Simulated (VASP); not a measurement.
A run of VASP 6.6.1 is set up as follows.

File INCAR:

```
ALGO     = Normal         # electronic algorithm
EDIFF    = 1E-6           # SCF threshold, eV
ENCUT    = 520            # plane-wave cutoff, eV
GGA      = PS             # functional
ISIF     = 2              # what is computed and relaxed
ISMEAR   = -1             # smearing method
ISPIN    = 2              # spin polarisation
LASPH    = T              # aspherical terms in the spheres
LCHARG   = F              # write CHGCAR
LMAXMIX  = 4              # l up to which the mixer works
LORBIT   = 11             # projections on sites
LREAL    = F              # projectors in reciprocal space
LWAVE    = F              # write WAVECAR
MAGMOM   = 1.7 0          # initial moments
NBANDS   = 18             # bands
NELM     = 150            # most SCF steps
PREC     = Accurate       # precision mode
SIGMA    = 0.05           # smearing width, eV
```

The input KPOINTS:

```
k-points
0
Gamma
  14 14 14
```

The input POSCAR:

```
CoC
1.0
    2.4451171350      0.0000000000      0.0000000000
    0.0000000000      2.4451171350      0.0000000000
    0.0000000000      0.0000000000      2.4451171350
Co C
1 1
Direct
    0.0000000000      0.0000000000      0.0000000000
    0.5000000000      0.5000000000      0.5000000000
```

Potentials or basis: VASP PAW PBE potentials, release 64 (Co, C).

Run with:

```sh
$ cat potpaw_PBE.64/Co/POTCAR potpaw_PBE.64/C/POTCAR > POTCAR
$ mpirun -np 1 vasp_std > vasp.out
```

**Question.** What does it give for the pressure?

**Answer.** 6.5 GPa.

**Question.** Estimate the net moment.

**Answer.** 0.77 μB per cell.

**Question.** Estimate the site moments.

**Answer.** Co +0.69; C +0.05 μB.

Caveat: the PAW data sets were made with another functional, which shifts forces and pressure a little.
